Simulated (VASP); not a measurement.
SnSe, 8 atoms in the cell. The structure is orthorhombic, space group Pnma (No. 62). Conventional cell: a = 11.429 Å, b = 4.154 Å, c = 4.359 Å, α = 90.00°, β = 90.00°, γ = 90.00°. Within 3.6 Å of Sn (site symmetry m) lie 6 Se at 2.75 to 3.42 Å and 2 Sn at 3.50 Å. Within 3.6 Å of Se (site symmetry m) lie 6 Sn at 2.75 to 3.42 Å. 

| Property | Result |
| --- | --- |
| Program | VASP 6.6.1 |
| Task | single point |
| Functional | PBEsol |
| Potentials or basis | VASP PAW PBE potentials, release 64 (Sn_d, Se) |
| Cutoff | 520 eV |
| k mesh | 4 × 8 × 8 |
| Occupations | gaussian, width 0.02 eV |
| Spin | no spin polarisation |
| Dipole correction | no |
| Further INCAR settings | ALGO = Normal; EDIFF = 1e-06; NBANDS = 50 |

Potentials or basis: VASP PAW PBE potentials, release 64 (Sn_d, Se).

Command:

```sh
$ cat potpaw_PBE.64/Sn_d/POTCAR potpaw_PBE.64/Se/POTCAR > POTCAR
$ mpirun -np 1 vasp_std > vasp.out
```

Hardware: 1 thread of Oxide Virtual Turin-like Processor, with other jobs on the host.

Problem. How long does it take, and how much memory?

Solution. It took 16 min on 1 thread of Oxide Virtual Turin-like Processor (shared host), peak memory 0.64 GiB. Counts: scf iterations 13, k points 75.
